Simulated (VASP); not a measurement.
# Hg (R-3m) in VASP: single point with PBE

Aim: the single point of Hg with PBE.

Program: VASP 6.6.1. These are calculated values, not measurements. Logs are shortened: lines on timing, memory, paths and dates and some standing lists are left out, and cuts for length are marked.

**1. The cell of the first run**

The structure is trigonal, space group R-3m (No. 166). Conventional cell: a = 4.065 Å, b = 4.065 Å, c = 5.824 Å, α = 90.00°, β = 90.00°, γ = 120.00°. Within 4.1 Å of Hg (site symmetry -3m) lie 12 Hg at 3.05 to 4.07 Å.

**2. Single point, PBE, non-collinear spin, zero start, spin-orbit coupling**

Contents of POSCAR:

```
Hg
1.0
    2.0325949734      1.1735192551      1.9413897623
   -2.0325949734      1.1735192551      1.9413897623
    0.0000000000     -2.3470385100      1.9413897624
Hg
1
Direct
    0.0000000000      0.0000000000      0.0000000000
```

Contents of INCAR.step1:

```
SYSTEM = Hg
ALGO = Normal ; EDIFF = 1E-6
ENCUT = 520 ; GGA = PE
GGA_COMPAT = .False. ; ISIF = 2
ISMEAR = 0 ; KPAR = 2
LASPH = .True. ; LCHARG = .True.
LNONCOLLINEAR = .True. ; LORBMOM = .True.
LREAL = .False. ; LSORBIT = .True.
LWAVE = .False. ; MAGMOM = 0 0 0
NBANDS = 23 ; NELM = 150
PREC = Accurate ; SIGMA = 0.05
```

Contents of KPOINTS.step1:

```
k-points
0
Gamma
  14 14 14
  0 0 0
```

Contents of INCAR.step2:

```
SYSTEM = Hg
ALGO = Normal ; EDIFF = 1E-6
ENCUT = 520 ; GGA = PE
GGA_COMPAT = .False. ; ICHARG = 11
ISIF = 2 ; ISMEAR = -5
KPAR = 2 ; LASPH = .True.
LCHARG = .False. ; LNONCOLLINEAR = .True.
LORBIT = 11 ; LORBMOM = .True.
LREAL = .False. ; LSORBIT = .True.
LWAVE = .False. ; MAGMOM = 0 0 0
NEDOS = 2001 ; NELM = 150
PREC = Accurate ; SIGMA = 0.05
```

Contents of KPOINTS.step2:

```
k-points
0
Gamma
  21 21 21
  0 0 0
```

Potentials or basis: VASP PAW PBE potentials, release 64 (Hg).

Started as:

```sh
$ cat potpaw_PBE.64/Hg/POTCAR > POTCAR
$ cp INCAR.step1 INCAR
$ cp KPOINTS.step1 KPOINTS
$ mpirun -np 2 vasp_ncl > vasp.out
$ cp INCAR.step2 INCAR
$ cp KPOINTS.step2 KPOINTS
$ mpirun -np 2 vasp_ncl > vasp.out
```

OUTCAR:

```text
SYSTEM = Hg
   EDIFF = 1E-6
   ENCUT = 520
   GGA = PE
   ICHARG = 11
   ISIF = 2
   ISMEAR = -5
   LASPH = .True.
   LNONCOLLINEAR = .True.
   LORBIT = 11
   LREAL = .False.
   LSORBIT = .True.
   NELM = 150
   PREC = Accurate

 ion  position               nearest neighbor table
   1  0.000  0.000  0.000-

  LATTYP: Found a trigonal (rhomboedric) cell.
 ALAT       =     3.0459126674
 COS(alpha) =     0.1093710742

  Lattice vectors:

 A1 = (   2.0325949734,   1.1735192551,   1.9413897623)
 A2 = (  -2.0325949734,   1.1735192551,   1.9413897623)
 A3 = (   0.0000000000,  -2.3470385100,   1.9413897624)

Analysis of symmetry for initial positions (statically):
=====================================================================
 Subroutine PRICEL returns:
 Original cell was already a primitive cell.

 Routine SETGRP: Setting up the symmetry group for a
 trigonal (rhombohedral) supercell.

 Subroutine GETGRP returns: Found 12 space group operations
 (whereof 12 operations were pure point group operations)
 out of a pool of 12 trial point group operations.

The static configuration has the point symmetry D_3d.

Analysis of symmetry for dynamics (positions and initial velocities):
=====================================================================
 Subroutine PRICEL returns:
 Original cell was already a primitive cell.

 Routine SETGRP: Setting up the symmetry group for a
 trigonal (rhombohedral) supercell.

 Subroutine GETGRP returns: Found 12 space group operations
 (whereof 12 operations were pure point group operations)
 out of a pool of 12 trial point group operations.

The dynamic configuration has the point symmetry D_3d.

Analysis of structural, dynamic, and magnetic symmetry:
=====================================================================
 Subroutine PRICEL returns:
 Original cell was already a primitive cell.

 Routine SETGRP: Setting up the symmetry group for a
 trigonal (rhombohedral) supercell.

 Subroutine GETGRP returns: Found 12 space group operations
 (whereof 12 operations were pure point group operations)
 out of a pool of 12 trial point group operations.

The overall configuration has the point symmetry D_3d.

 Subroutine INISYM returns: Found 12 space group operations
 (whereof 12 operations are pure point group operations),
 and found     1 'primitive' translations

----------------------------------------------------------------------------------------

                                     Primitive cell

  volume of cell :      27.7847

  direct lattice vectors                    reciprocal lattice vectors
     2.032594973  1.173519255  1.941389762     0.245990966  0.142022950  0.171698306
    -2.032594973  1.173519255  1.941389762    -0.245990966  0.142022950  0.171698306
     0.000000000 -2.347038510  1.941389762     0.000000000 -0.284045900  0.171698306

  length of vectors
     3.045912667  3.045912667  3.045912667     0.331907188  0.331907188  0.331907188

  position of ions in fractional coordinates (direct lattice)
     0.000000000  0.000000000  0.000000000

  ion indices of the primitive-cell ions
   primitive index   ion index
                 1           1

----------------------------------------------------------------------------------------

 KPOINTS: k-points

Automatic generation of k-mesh.
 Grid dimensions read from file:
 generate k-points for:   21   21   21

 Generating k-lattice:

  Cartesian coordinates                     Fractional coordinates (reciprocal lattice)
     0.011713856  0.006762998  0.008176110     0.047619048  0.000000000  0.000000000
    -0.011713856  0.006762998  0.008176110     0.000000000  0.047619048  0.000000000
     0.000000000 -0.013525995  0.008176110     0.000000000  0.000000000  0.047619048

  Length of vectors
     0.015805104  0.015805104  0.015805104

  Shift w.r.t. Gamma in fractional coordinates (k-lattice)
     0.000000000  0.000000000  0.000000000

 TETIRR: Found   4641 inequivalent tetrahedra from    55566

 Subroutine IBZKPT returns following result:
 ===========================================
[... 45 lines left out ...]
   LASPH  =      T    aspherical Exc in radial PAW
   ENCUT  =  520.0 eV  38.22 Ry    6.18 a.u.   5.66  5.66  5.66*2*pi/ulx,y,z
   NELM   =    150;   NELMIN=  2; NELMDL=  0     # of ELM steps
   EDIFF  = 0.1E-05   stopping-criterion for ELM
   LREAL  =      F    real-space projection
   EDIFFG = 0.1E-04   stopping-criterion for IOM
   NSW    =      0    number of steps for IOM
   IBRION =     -1    ionic relax: 0-MD 1-quasi-New 2-CG
   NFREE  =      0    steps in history (QN), initial steepest desc. (CG)
   ISIF   =      2    stress and relaxation
   ISYM   =      2    0-nonsym 1-usesym 2-fastsym
   POTIM  = 0.5000    time-step for ionic-motion
   TEBEG  =    0.0;   TEEND  =   0.0 temperature during run
   PSTRESS=    0.0 pullay stress
   NELECT =      12.0000    total number of electrons
   NUPDOWN=      -1.0000    fix difference up-down
   EMIN   =  10.00;   EMAX   =-10.00  energy-range for DOS
   EFERMI =   0.00;   METHOD = LEGACY
   ISMEAR =    -5;   SIGMA  =   0.05  broadening in eV -4-tet -1-fermi 0-gaus
   EFERMI_NEDOS =   21; number of points for ismear=-14 and -15
   IALGO  =     38    algorithm
   IMIX   =      4    mixing-type and parameters
     AMIX     =   0.40;   BMIX     =  1.00
     AMIX_MAG =   1.60;   BMIX_MAG =  1.00
  volume/ion in A,a.u.               =      27.78       187.50
  Fermi-wavevector in a.u.,A,eV,Ry     =   1.237467  2.338473 20.834930  1.531324
  Thomas-Fermi vector in A             =   2.372033
   LORBIT       =     11    0 simple, 1 ext, 2 COOP (PROOUT), +10 PAW based schemes
   GGA     = PE    functional components
   LHFCALC =     F    Hartree Fock is set to
   AEXX    =    0.0000 exact exchange contribution
   IVDW    =     0    specifies the selected vdW correction
   LEPSILON=     F    determine dielectric tensor
   LRPA    =     F    only Hartree local field effects (RPA)
 Fermi weights with tetrahedron method with Bloechl corrections
  energy-cutoff  :      520.00
  volume of cell :       27.78
 maximum number of plane-waves:      1538

 number of electron      12.0000002 magnetization      -0.0000000      0.0000000      0.0000000

 Free energy of the ion-electron system (eV)
  ---------------------------------------------------
  ext. energy  EPLUGINS =         0.00000000
  ---------------------------------------------------
  free energy    TOTEN  =        -0.41273064 eV

  energy without entropy =       -0.41273064  energy(sigma->0) =       -0.41273064

 E-fermi :   1.6529     XC(G=0):  -9.9017

 val. band max:        1.7051187431   @ k =  -0.4286   0.4762   0.1429
 cond. band min:       1.6451316668   @ k =  -0.0952   0.4286   0.0952
 fundamental gap:     -0.0599870763
 Fermi energy:         1.6529301905

 k-point     1 :       0.0000    0.0000    0.0000
  band No.  band energies     occupation
      1      -6.5662      1.00000
      2      -6.5662      1.00000
      3      -6.5187      1.00000
      4      -6.5187      1.00000
      5      -6.4206      1.00000
      6      -6.4206      1.00000
[... 541 lines left out ...]
     19      17.0171      0.00000
     20      17.0173      0.00000

 [... further k-points ...]

------------------------ aborting loop because EDIFF is reached ----------------------------------------

  FORCE on cell =-STRESS in cart. coord.  units (eV):
  Direction    XX          YY          ZZ          XY          YZ          ZX
  --------------------------------------------------------------------------------------
  -------------------------------------------------------------------------------------
  Total        0.1683039      0.1683039      0.1862017      0.0000000      0.0000000      0.0000000
  in kB        9.7050918      9.7050918     10.7371523      0.0000000      0.0000000      0.0000000
  external PRESSURE =      10.0491120 kB  Pullay stress =       0.0000000 kB

 VOLUME and BASIS-vectors are now :
 -----------------------------------------------------------------------------
  energy-cutoff  :      520.00
  volume of cell :       27.78
      direct lattice vectors                 reciprocal lattice vectors
     2.032594973  1.173519255  1.941389762     0.245990966  0.142022950  0.171698306
    -2.032594973  1.173519255  1.941389762    -0.245990966  0.142022950  0.171698306
     0.000000000 -2.347038510  1.941389762     0.000000000 -0.284045900  0.171698306

 POSITION                                       TOTAL-FORCE (eV/Angst)
 -----------------------------------------------------------------------------------
      0.00000      0.00000      0.00000         0.000000      0.000000      0.000000
 -----------------------------------------------------------------------------------
    total drift:                                0.000000     -0.000000     -0.000000

  FREE ENERGIE OF THE ION-ELECTRON SYSTEM (eV)
  ---------------------------------------------------
  free  energy   TOTEN  =        -0.4127306397 eV

  energy  without entropy=       -0.4127306397  energy(sigma->0) =       -0.41273064

 orbital moment (x)

 # of ion     p       d       tot
 ----------------------------------------
  1        -0.000   0.000   0.000
 ----------------------------------------
           -0.000   0.000   0.000

 orbital moment (y)

 # of ion     p       d       tot
 ----------------------------------------
  1        -0.000   0.000  -0.000
 ----------------------------------------
           -0.000   0.000  -0.000

 orbital moment (z)

 # of ion     p       d       tot
 ----------------------------------------
  1         0.000   0.000   0.000
 ----------------------------------------
            0.000   0.000   0.000

 Spin-Orbit-Coupling matrix elements

 Ion:    1  E_soc:     -0.5186650
 l=   1
     0.0000000    -0.0181297    -0.0168902
    -0.0181297     0.0000000    -0.0181297
    -0.0168902    -0.0181297     0.0000000
 l=   2
     0.0000000    -0.0139033     0.0000000    -0.0139033    -0.0540133
    -0.0139033     0.0000000    -0.0411015    -0.0143532    -0.0139033
     0.0000000    -0.0411015     0.0000000    -0.0411015     0.0000000
    -0.0139033    -0.0143532    -0.0411015     0.0000000    -0.0139033
    -0.0540133    -0.0139033     0.0000000    -0.0139033     0.0000000
 l=   3
     0.0000000     0.0000000     0.0000000     0.0000000     0.0000000     0.0000000     0.0000000
     0.0000000     0.0000000     0.0000000     0.0000000     0.0000000     0.0000000     0.0000000
     0.0000000     0.0000000     0.0000000     0.0000000     0.0000000     0.0000000     0.0000000
     0.0000000     0.0000000     0.0000000     0.0000000     0.0000000     0.0000000     0.0000000
     0.0000000     0.0000000     0.0000000     0.0000000     0.0000000     0.0000000     0.0000000
     0.0000000     0.0000000     0.0000000     0.0000000     0.0000000     0.0000000     0.0000000
     0.0000000     0.0000000     0.0000000     0.0000000     0.0000000     0.0000000     0.0000000

 total charge

# of ion       s       p       d       tot
------------------------------------------
    1        0.906   0.221   9.327  10.454

 magnetization (x)

# of ion       s       p       d       tot
------------------------------------------
    1        0.000   0.000  -0.000   0.000

 magnetization (y)

# of ion       s       p       d       tot
------------------------------------------
    1        0.000  -0.000  -0.000  -0.000

 magnetization (z)

# of ion       s       p       d       tot
------------------------------------------
    1        0.000   0.000   0.000   0.000
```

It took 1.8 min on 2 MPI ranks of Intel Xeon 6975P-C (Granite Rapids), shared host; peak memory 0.71 GiB.

Results:

| Property | Result |
| --- | --- |
| Net moment | 0.00 μB per cell |
| Valence electrons inside the program's atomic spheres | Hg 10.45 |

Moments on the atoms (μB; x, y, z):
```
Hg  0.00 0.00 0.00
```
